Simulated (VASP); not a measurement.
# PtS2 (P1) in VASP: a series of runs

The runs below take PtS2 through single point, with r2SCAN.

Everything below comes from runs of VASP 6.6.1. Logs are shortened: lines on timing, memory, paths and dates and some standing lists are left out, and cuts for length are marked.

## 1. The cell of the first run

The typed cell holds 12 atoms: a = 7.105 Å, b = 7.105 Å, c = 5.123 Å, α = 90.00°, β = 90.00°, γ = 120.00°.

## 2. Single point, r2SCAN

POSCAR reads:

```
PtS2
1.0
    7.1052481869      0.0000000000      0.0000000000
   -3.5526240935      6.1533254301      0.0000000000
    0.0000000000      0.0000000000      5.1228306381
Pt S
4 8
Direct
   -0.0037656187     -0.0033073174      0.0059152844
   -0.0020882211      0.4998675976      0.0017324406
    0.5007532759      0.0013452888     -0.0079770351
    0.5005203259      0.5009232869      0.0069170743
    0.1699911366      0.3327616950      0.2373070839
    0.3257854358      0.1623206852      0.7591320648
    0.1736178879      0.8423407894      0.2347497087
    0.3308987210      0.6612333520      0.7674419238
    0.6655860709      0.3325894304      0.2441171861
    0.8298886410      0.1703095362      0.7623381048
    0.6662513110      0.8342807573      0.2436092637
    0.8419030407      0.6672969026      0.7608164851
```

INCAR.step1 reads:

```
SYSTEM = PtS2
ALGO = Normal
EDIFF = 1E-4
ENCUT = 520
GGA = PE
ISMEAR = -1
LASPH = .True.
LCHARG = .False.
LREAL = .False.
LWAVE = .True.
NBANDS = 56
NELM = 80
PREC = Accurate
SIGMA = 0.02
```

INCAR.step2 reads:

```
SYSTEM = PtS2
ALGO = Normal
EDIFF = 1E-7
ENCUT = 520
ISIF = 2
ISMEAR = -1
ISTART = 1
LASPH = .True.
LCHARG = .True.
LELF = .True.
LMIXTAU = .True.
LREAL = .False.
LVHAR = .True.
LWAVE = .False.
METAGGA = R2SCAN
NBANDS = 56
NELM = 80
PREC = Accurate
SIGMA = 0.02
```

KPOINTS reads:

```
k-points
0
Gamma
  3 3 4
  0 0 0
```

Potentials or basis: VASP PAW PBE potentials, release 64 (Pt, S).

On the command line:

```sh
$ cat potpaw_PBE.64/Pt/POTCAR potpaw_PBE.64/S/POTCAR > POTCAR
$ cp INCAR.step1 INCAR
$ mpirun -np 1 vasp_std > vasp.out
$ cp INCAR.step2 INCAR
$ mpirun -np 1 vasp_std > vasp.out
```

OUTCAR:

```text
SYSTEM = PtS2
   EDIFF = 1E-7
   ENCUT = 520
   ISIF = 2
   ISMEAR = -1
   ISTART = 1
   LASPH = .True.
   LREAL = .False.
   METAGGA = R2SCAN
   NELM = 80
   PREC = Accurate

 ion  position               nearest neighbor table
   1  0.996  0.997  0.006-   7 2.36  11 2.37   5 2.38  12 2.39   6 2.39  10 2.44
   2  0.998  0.500  0.002-  12 2.34  10 2.37   8 2.37   9 2.39   5 2.41   7 2.42
   3  0.501  0.001  0.992-  10 2.34   7 2.37   6 2.39   8 2.39   9 2.41  11 2.42
   4  0.501  0.501  0.007-   5 2.35   8 2.37  11 2.38   9 2.38   6 2.44  12 2.45
   5  0.170  0.333  0.237-   4 2.35   1 2.38   2 2.41
   6  0.326  0.162  0.759-   3 2.39   1 2.39   4 2.44
   7  0.174  0.842  0.235-   1 2.36   3 2.37   2 2.42
   8  0.331  0.661  0.767-   4 2.37   2 2.37   3 2.39
   9  0.666  0.333  0.244-   4 2.38   2 2.39   3 2.41
  10  0.830  0.170  0.762-   3 2.34   2 2.37   1 2.44
  11  0.666  0.834  0.244-   1 2.37   4 2.38   3 2.42
  12  0.842  0.667  0.761-   2 2.34   1 2.39   4 2.45

  LATTYP: Found a hexagonal cell.
 ALAT       =     7.1052481869
 C/A-ratio  =     0.7209924978

  Lattice vectors:

 A1 = (   7.1052481869,   0.0000000000,   0.0000000000)
 A2 = (  -3.5526240935,   6.1533254301,   0.0000000000)
 A3 = (   0.0000000000,   0.0000000000,   5.1228306381)

Analysis of symmetry for initial positions (statically):
=====================================================================
 Subroutine PRICEL returns:
 Original cell was already a primitive cell.

 Routine SETGRP: Setting up the symmetry group for a
 hexagonal supercell.

 Subroutine GETGRP returns: Found  1 space group operations
 (whereof  1 operations were pure point group operations)
 out of a pool of 24 trial point group operations.

The static configuration has the point symmetry C_1 .

Analysis of symmetry for dynamics (positions and initial velocities):
=====================================================================
 Subroutine PRICEL returns:
 Original cell was already a primitive cell.

 Routine SETGRP: Setting up the symmetry group for a
 hexagonal supercell.

 Subroutine GETGRP returns: Found  1 space group operations
 (whereof  1 operations were pure point group operations)
 out of a pool of 24 trial point group operations.

The dynamic configuration has the point symmetry C_1 .

 Subroutine INISYM returns: Found  1 space group operations
 (whereof  1 operations are pure point group operations),
 and found     1 'primitive' translations

----------------------------------------------------------------------------------------

                                     Primitive cell

  volume of cell :     223.9748

  direct lattice vectors                    reciprocal lattice vectors
     7.105248187  0.000000000  0.000000000     0.140741037  0.081256876  0.000000000
    -3.552624093  6.153325430  0.000000000     0.000000000  0.162513752  0.000000000
     0.000000000  0.000000000  5.122830638     0.000000000  0.000000000  0.195204579

  length of vectors
     7.105248187  7.105248187  5.122830638     0.162513752  0.162513752  0.195204579

  position of ions in fractional coordinates (direct lattice)
     0.996234381  0.996692683  0.005915284
     0.997911779  0.499867598  0.001732441
     0.500753276  0.001345289  0.992022965
     0.500520326  0.500923287  0.006917074
     0.169991137  0.332761695  0.237307084
     0.325785436  0.162320685  0.759132065
     0.173617888  0.842340789  0.234749709
     0.330898721  0.661233352  0.767441924
     0.665586071  0.332589430  0.244117186
     0.829888641  0.170309536  0.762338105
     0.666251311  0.834280757  0.243609264
     0.841903041  0.667296903  0.760816485

  ion indices of the primitive-cell ions
   primitive index   ion index
                 1           1
                 2           2
                 3           3
                 4           4
                 5           5
                 6           6
                 7           7
                 8           8
                 9           9
                10          10
                11          11
                12          12

----------------------------------------------------------------------------------------

 KPOINTS: k-points

Automatic generation of k-mesh.
 Grid dimensions read from file:
 generate k-points for:    3    3    4

 Generating k-lattice:

  Cartesian coordinates                     Fractional coordinates (reciprocal lattice)
     0.046913679  0.027085625  0.000000000     0.333333333  0.000000000  0.000000000
     0.000000000  0.054171251  0.000000000     0.000000000  0.333333333  0.000000000
     0.000000000  0.000000000  0.048801145     0.000000000  0.000000000  0.250000000

  Length of vectors
     0.054171251  0.054171251  0.048801145

  Shift w.r.t. Gamma in fractional coordinates (k-lattice)
     0.000000000  0.000000000  0.000000000

 Subroutine IBZKPT returns following result:
 ===========================================

 Found     19 irreducible k-points:

 Following reciprocal coordinates:
            Coordinates               Weight
  0.000000  0.000000  0.000000      1.000000
  0.333333  0.000000  0.000000      2.000000
  0.000000  0.333333  0.000000      2.000000
 -0.333333  0.333333  0.000000      2.000000
  0.333333  0.333333  0.000000      2.000000
  0.000000  0.000000  0.250000      2.000000
[... 11 lines left out ...]
 -0.333333  0.333333  0.500000      2.000000
  0.333333  0.333333  0.500000      2.000000
   k-points           NKPTS =     19   k-points in BZ     NKDIM =     19   number of bands    NBANDS=     56
   number of dos      NEDOS =    301   number of ions     NIONS =     12
   total plane-waves  NPLWV = 116640
   dimension x,y,z NGX =    54 NGY =   54 NGZ =   40
   dimension x,y,z NGXF=   108 NGYF=  108 NGZF=   80
   ions per type =               4   8
   NGX,Y,Z   is equivalent  to a cutoff of  12.63, 12.63, 12.98 a.u.
   NGXF,Y,Z  is equivalent  to a cutoff of  25.27, 25.27, 25.96 a.u.
 SYSTEM =  PtS2
   PREC   = accura    normal or accurate (medium, high low for compatibility)
   ISTART =      1    job   : 0-new  1-cont  2-samecut
   ICHARG =      0    charge: 1-file 2-atom 10-const
   ISPIN  =      1    spin polarized calculation?
   LNONCOLLINEAR =      F non collinear calculations
   LSORBIT =      F    spin-orbit coupling
   LASPH  =      T    aspherical Exc in radial PAW
   ENCUT  =  520.0 eV  38.22 Ry    6.18 a.u.  13.21 13.21  9.53*2*pi/ulx,y,z
   NELM   =     80;   NELMIN=  2; NELMDL=  0     # of ELM steps
   EDIFF  = 0.1E-06   stopping-criterion for ELM
   LREAL  =      F    real-space projection
   EDIFFG = 0.1E-05   stopping-criterion for IOM
   NSW    =      0    number of steps for IOM
   IBRION =     -1    ionic relax: 0-MD 1-quasi-New 2-CG
   NFREE  =      0    steps in history (QN), initial steepest desc. (CG)
   ISIF   =      2    stress and relaxation
   ISYM   =      2    0-nonsym 1-usesym 2-fastsym
   POTIM  = 0.5000    time-step for ionic-motion
   TEBEG  =    0.0;   TEEND  =   0.0 temperature during run
   PSTRESS=    0.0 pullay stress
   NELECT =      88.0000    total number of electrons
   NUPDOWN=      -1.0000    fix difference up-down
   EMIN   =  10.00;   EMAX   =-10.00  energy-range for DOS
   EFERMI =   0.00;   METHOD = LEGACY
   ISMEAR =    -1;   SIGMA  =   0.02  broadening in eV -4-tet -1-fermi 0-gaus
   EFERMI_NEDOS =   21; number of points for ismear=-14 and -15
   IALGO  =     38    algorithm
   IMIX   =      4    mixing-type and parameters
     AMIX     =   0.40;   BMIX     =  1.00
     AMIX_MAG =   1.60;   BMIX_MAG =  1.00
  volume/ion in A,a.u.               =      18.66       125.95
  Fermi-wavevector in a.u.,A,eV,Ry     =   1.199046  2.265869 19.561265  1.437712
  Thomas-Fermi vector in A             =   2.334919
   LORBIT       =      0    0 simple, 1 ext, 2 COOP (PROOUT), +10 PAW based schemes
   METAGGA = R2SCAN    functional components
   LHFCALC =     F    Hartree Fock is set to
   AEXX    =    0.0000 exact exchange contribution
   IVDW    =     0    specifies the selected vdW correction
   LEPSILON=     F    determine dielectric tensor
   LRPA    =     F    only Hartree local field effects (RPA)
 non-spin polarized calculation
  energy-cutoff  :      520.00
  volume of cell :      223.97
 maximum number of plane-waves:      6042
 NGX is ok and might be reduce to    54
   NGX = 27   NGY = 27   NGZ = 19

 number of electron      88.0000004 magnetization

 Free energy of the ion-electron system (eV)
  ---------------------------------------------------
  ext. energy  EPLUGINS =         0.00000000
  ---------------------------------------------------
  free energy    TOTEN  =      -275.26513919 eV

  energy without entropy =     -275.26513919  energy(sigma->0) =     -275.26513919

 E-fermi :   6.6739     XC(G=0): -11.2109

 val. band max:        6.2175082227   @ k =   0.0000   0.0000   0.0000
 cond. band min:       7.1692821122   @ k =   0.3333   0.3333   0.0000
 fundamental gap:      0.9517738895
 Fermi energy:         6.6739284724

 k-point     1 :       0.0000    0.0000    0.0000
  band No.  band energies     occupation
      1      -9.5651      2.00000
      2      -7.6739      2.00000
      3      -7.6347      2.00000
      4      -7.6090      2.00000
      5      -7.4318      2.00000
      6      -7.3939      2.00000
[... 48 lines left out ...]
     55      12.0345      0.00000
     56      12.0675      0.00000

 k-point     2 :       0.3333    0.0000    0.0000
  band No.  band energies     occupation
      1      -9.2093      2.00000
      2      -8.3166      2.00000
      3      -7.7739      2.00000
      4      -7.7181      2.00000
      5      -7.3056      2.00000
      6      -7.2836      2.00000
[... 48 lines left out ...]
     55      12.0485      0.00000
     56      12.5878      0.00000
[... 942 lines left out ...]
     55      12.5437      0.00000
     56      12.7333      0.00000

 k-point    19 :       0.3333    0.3333    0.5000
  band No.  band energies     occupation
      1      -8.3177      2.00000
      2      -8.2610      2.00000
      3      -8.1856      2.00000
      4      -7.4754      2.00000
      5      -7.4617      2.00000
      6      -7.4497      2.00000
[... 48 lines left out ...]
     55      12.9247      0.00000
     56      13.5765      0.00000

------------------------ aborting loop because EDIFF is reached ----------------------------------------

  FORCE on cell =-STRESS in cart. coord.  units (eV):
  Direction    XX          YY          ZZ          XY          YZ          ZX
  --------------------------------------------------------------------------------------
  -------------------------------------------------------------------------------------
  Total        2.7868611      1.6687261      2.3446715      0.2773737     -1.0889913     -0.5528461
  in kB       19.9354837     11.9370360     16.7723323      1.9841602     -7.7899716     -3.9547198
  external PRESSURE =      16.2149507 kB  Pullay stress =       0.0000000 kB

 VOLUME and BASIS-vectors are now :
 -----------------------------------------------------------------------------
  energy-cutoff  :      520.00
  volume of cell :      223.97
      direct lattice vectors                 reciprocal lattice vectors
     7.105248187  0.000000000  0.000000000     0.140741037  0.081256876  0.000000000
    -3.552624093  6.153325430  0.000000000     0.000000000  0.162513752  0.000000000
     0.000000000  0.000000000  5.122830638     0.000000000  0.000000000  0.195204579

 POSITION                                       TOTAL-FORCE (eV/Angst)
 -----------------------------------------------------------------------------------
      3.53762      6.13297      0.03030         0.087605      0.633471     -0.634120
      5.31457      3.07585      0.00887         0.580823      0.068870      0.477010
      3.55320      0.00828      5.08197        -0.243515     -0.155643      0.702091
      1.77673      3.08234      0.03544         0.176091     -0.279657     -0.660255
      0.02565      2.04759      1.21568        -0.453096     -0.006693      0.298638
      1.73812      0.99881      3.88890         0.158228      0.418177      0.189463
     -1.75892      5.18320      1.20258         0.018998     -0.595603      0.248015
      0.00200      4.06878      3.93148         0.048521      0.209659     -0.310466
      3.54759      2.04653      1.25057         0.014919     -0.042374     -0.300762
      5.29152      1.04797      3.90533         0.570657     -0.222838     -0.079823
      1.77000      5.13360      1.24797        -0.152522      0.011286     -0.125675
      3.61127      4.10610      3.89753        -0.806708     -0.038655      0.195884
 -----------------------------------------------------------------------------------
    total drift:                                0.000009      0.000123     -0.000020

  FREE ENERGIE OF THE ION-ELECTRON SYSTEM (eV)
  ---------------------------------------------------
  free  energy   TOTEN  =      -275.2651391876 eV

  energy  without entropy=     -275.2651391876  energy(sigma->0) =     -275.26513919
```

Wall time 13 min (1 thread of Intel Xeon Platinum 8559C (Emerald Rapids), shared host); peak memory 0.44 GiB.

Results:

```
Free energy            : -275.2651 eV
Pressure               : 1.6 GPa
Largest force          : 0.901 eV/Å
Band gap on the k mesh : 0.95 eV
```

Forces in eV/Å, atoms in the order of the input:
```
Pt   0.088  0.633 -0.634
Pt   0.581  0.069  0.477
Pt  -0.244 -0.156  0.702
Pt   0.176 -0.280 -0.660
S   -0.453 -0.007  0.299
S    0.158  0.418  0.189
S    0.019 -0.596  0.248
S    0.049  0.210 -0.310
S    0.015 -0.042 -0.301
S    0.571 -0.223 -0.080
S   -0.153  0.011 -0.126
S   -0.807 -0.039  0.196
```

Caveat: the PAW data sets were made with another functional, which shifts forces and pressure a little; spin-orbit coupling is left out, which moves the levels of the heavy elements.

[end of part 1 of 3]
